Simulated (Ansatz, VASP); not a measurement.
**Two plane-wave programs on Be3TeSe2**

Contents of INCAR:

```
ALGO = Normal
EDIFF = 1E-6
ENCUT = 600
GGA = PE
GGA_COMPAT = False
ISIF = 2
ISMEAR = 0
LASPH = True
LCHARG = False
LREAL = False
LWAVE = False
NBANDS = 36
NELM = 120
PREC = Accurate
SIGMA = 0.1
```

File KPOINTS:

```
k-points
0
Gamma
  4 4 1
```

The input POSCAR:

```
Be3TeSe2
1.0
    3.8220500712      0.0000000000      0.0000000000
    0.0000000000      3.8220500712      0.0000000000
    0.0000000000      0.0000000000     15.6866262072
Be Te Se
6 2 4
Direct
    0.5000000000      0.5000000000      0.1852463662
    0.0000000000      0.0000000000      0.3438476918
    0.5000000000      0.5000000000      0.5000000000
    0.0000000000      0.0000000000      0.6561523082
    0.5000000000      0.5000000000      0.8147536338
    0.0000000000      0.0000000000      0.0000000000
    0.0000000000      0.5000000000      0.0923066129
    0.5000000000      0.0000000000      0.9076933871
    0.5000000000      0.0000000000      0.2648217453
    0.0000000000      0.5000000000      0.4222000452
    0.5000000000      0.0000000000      0.5777999548
    0.0000000000      0.5000000000      0.7351782547
```

Input for Ansatz:

```yaml
crystal:
  lattice:
    - [3.8220500712, 0.0, 0.0]
    - [0.0, 3.8220500712, 0.0]
    - [0.0, 0.0, 15.6866262072]
  atoms:
    - { symbol: Be, position: [0.5, 0.5, 0.1852463662] }
    - { symbol: Be, position: [0.0, 0.0, 0.3438476918] }
    - { symbol: Be, position: [0.5, 0.5, 0.5] }
    - { symbol: Be, position: [0.0, 0.0, 0.6561523082] }
    - { symbol: Be, position: [0.5, 0.5, 0.8147536338] }
    - { symbol: Be, position: [0.0, 0.0, 0.0] }
    - { symbol: Te, position: [0.0, 0.5, 0.0923066129] }
    - { symbol: Te, position: [0.5, 0.0, 0.9076933871] }
    - { symbol: Se, position: [0.5, 0.0, 0.2648217453] }
    - { symbol: Se, position: [0.0, 0.5, 0.4222000452] }
    - { symbol: Se, position: [0.5, 0.0, 0.5777999548] }
    - { symbol: Se, position: [0.0, 0.5, 0.7351782547] }
basis:
  ecutwfc: 420
kpoints:
  mp_grid: { grid: [4, 4, 1] }
hamiltonian:
  xc: pbe
scf:
  occupations: { method: gaussian, width: 0.1 }
  lower_state_search: "off"
output:
  forces: true
  stress: true
  eigenvalues: true
```

Alike in both runs: task single point; functional PBE; k mesh 4 × 4 × 1; occupations gaussian, width 0.1 eV; no spin polarisation.

```csv
,VASP,Ansatz
version,VASP 6.6.1,Ansatz 0.2.0
potentials or method,"VASP PAW PBE potentials, release 64 (Be, Te, Se), cutoff 600 eV","scalar-relativistic, plane waves, PAW"
valence electrons in the cell,48,108
```

```tsv
	VASP	Ansatz	Ansatz less VASP
gap on the k mesh at the Fermi level (eV)	1.95	1.96	+0.012
least direct gap on the mesh (eV)	1.95	1.96	+0.012
pressure (GPa)	0.2	0.0	-0.16
traceless stress, the component that is largest in VASP (GPa)	0.79	0.79	+0.006
rms of the force components (eV/Å)	0.033	0.032	-0.0016
```

Atom by atom the forces differ by 0.002 eV/Å (rms over components). The functional is the same, so the differences come from potentials, cutoffs and numerics. VASP's potentials hold 48 valence electrons a cell and Ansatz's 108, so a difference there can come from the potentials and not from the codes.

Spin-orbit coupling is off throughout.
